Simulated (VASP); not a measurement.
Set up this calculation in VASP 6.6.1, as the native input.

```
Task                   : single point
Functional             : PBEsol
Potentials or basis    : VASP PAW PBE potentials, release 64 (Zr_sv)
Cutoff                 : 520 eV
k mesh                 : 9 × 9 × 5
Occupations            : fermi-dirac, width 0.05 eV
Spin                   : no spin polarisation
Dipole correction      : no
Further INCAR settings : ALGO = Normal; EDIFF = 1e-06; NBANDS = 19
```

The structure of Zr lies in POSCAR:

```
Zr
1.0
    3.1821236663      0.0000000000      0.0000000000
   -1.5910618331      2.7557999330      0.0000000000
    0.0000000000      0.0000000000      5.1251126689
Zr
2
Direct
    0.6666666667      0.3333333333      0.7500000000
    0.3333333333      0.6666666667      0.2500000000
```

One way to write it, as run:

INCAR

```
PREC     = Accurate       # precision mode
ENCUT    = 520            # plane-wave cutoff, eV
EDIFF    = 1E-6           # SCF threshold, eV
ISMEAR   = -1             # smearing method
SIGMA    = 0.05           # smearing width, eV
LREAL    = False          # projectors in reciprocal space
LASPH    = True           # aspherical terms in the spheres
NELM     = 80             # most SCF steps
ALGO     = Normal         # electronic algorithm
ISIF     = 2              # what is computed and relaxed
LWAVE    = False          # write WAVECAR
LCHARG   = False          # write CHGCAR
GGA      = PS             # functional
NBANDS   = 19             # bands
```

KPOINTS

```
regular mesh
0
Gamma
  9 9 5
```

Potentials or basis: VASP PAW PBE potentials, release 64 (Zr_sv).

The run is started by

```bash
$ cat potpaw_PBE.64/Zr_sv/POTCAR > POTCAR
$ mpirun -np 1 vasp_std > vasp.out
```

Results of the run:

The pressure is 0.0 GPa and the band gap on the k mesh is zero (band 12 reaches 10.14 eV, above the bottom of band 13 at 9.02 eV).

Caveat: the PAW data sets were made with another functional, which shifts forces and pressure a little.

Wall time 29 s on 1 thread of Intel(R) Xeon(R) Platinum 8259CL CPU @ 2.50GHz (Skylake/Cascade Lake), with other jobs on the host, peak memory 0.17 GiB.
